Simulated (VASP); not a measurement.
Input of a VASP 6.6.1 run:

The input INCAR:

```
PREC = Accurate
ENCUT = 520
EDIFF = 1E-6
ISMEAR = 0
SIGMA = 0.05
LREAL = F
LASPH = T
NELM = 60
ALGO = Normal
ISIF = 2
LWAVE = F
LCHARG = F
GGA = PE
NBANDS = 36
```

KPOINTS

```
regular mesh
0
Gamma
  8 8 2
```

The input POSCAR:

```
AlN
1.0
    2.1839935596     -2.1839935596      0.0000000000
    2.1839935596      0.0000000000     -2.1839935596
    8.7359742384      8.7359742384      8.7359742384
Al N
6 6
Direct
    0.6666666667      0.6666666667      0.1666666667
    0.0000000000      0.0000000000      0.0000000000
    0.3333333333      0.3333333333      0.3333333333
    0.6666666667      0.6666666667      0.6666666667
    0.0000000000      0.0000000000      0.5000000000
    0.3333333333      0.3333333333      0.8333333333
    0.6666666667      0.6666666667      0.5416666667
    1.0000000000      1.0000000000      0.3750000000
    0.3333333333      0.3333333333      0.7083333333
    0.6666666667      0.6666666667      0.0416666667
    0.0000000000      0.0000000000      0.8750000000
    0.3333333333      0.3333333333      0.2083333333
```

Potentials or basis: VASP PAW PBE potentials, release 64 (Al, N).

Command:

```console
$ cat potpaw_PBE.64/Al/POTCAR potpaw_PBE.64/N/POTCAR > POTCAR
$ mpirun -np 1 vasp_std > vasp.out
```

(1) What does it give for the band gap on the k mesh?

(2) What does it give for the pressure?

## Answers

(1) 3.32 eV.

(2) 4.6 GPa.

Caveat: the cell stands under pressure.
